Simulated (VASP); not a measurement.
Set up this calculation in VASP 6.6.1, as the native input.

```yaml
Task: single point
Functional: LDA
Potentials_or_basis: VASP PAW LDA potentials, release 64 (B, N)
Cutoff: 520 eV
k_mesh: 12 × 12 × 12
Occupations: gaussian, width 0.01 eV
Spin: no spin polarisation
Dipole_correction: no
Further_INCAR_settings: ALGO = Normal; EDIFF = 1e-06; NBANDS = 11
```

The structure of BN lies in POSCAR:

```
BN
1.0
    2.4758680944      0.0024421986     -0.2378577871
   -1.2286241589      2.1495130095      0.2378688924
   -0.9385481353     -0.8934673122      3.2218315455
B N
1 1
Direct
    0.9912236127      0.9915163784     -0.0058740089
    0.6569253873      0.3243676216      0.9926790089
```

The input as run:

INCAR

```
SYSTEM = BN
ALGO = Normal
EDIFF = 1E-6
ENCUT = 520
GGA = CA
ISIF = 2
ISMEAR = 0
LASPH = .TRUE.
LCHARG = .TRUE.
LELF = .TRUE.
LREAL = .FALSE.
LVHAR = .TRUE.
LWAVE = .FALSE.
NBANDS = 11
NELM = 80
PREC = Accurate
SIGMA = 0.01
```

KPOINTS

```
k-points
0
G
  12 12 12
  0 0 0
```

Potentials or basis: VASP PAW LDA potentials, release 64 (B, N).

Run with:

```sh
$ cat potpaw_LDA.64/B/POTCAR potpaw_LDA.64/N/POTCAR > POTCAR
$ mpirun -np 1 vasp_std > vasp.out
```

It gave:

```
Pressure               : 1.1 GPa
Band gap on the k mesh : 3.95 eV (least direct gap 4.62 eV)
```

Wall time 56 s on 1 thread of Intel(R) Xeon(R) Platinum 8259CL CPU @ 2.50GHz (Skylake/Cascade Lake) (shared host), peak memory 0.18 GiB.
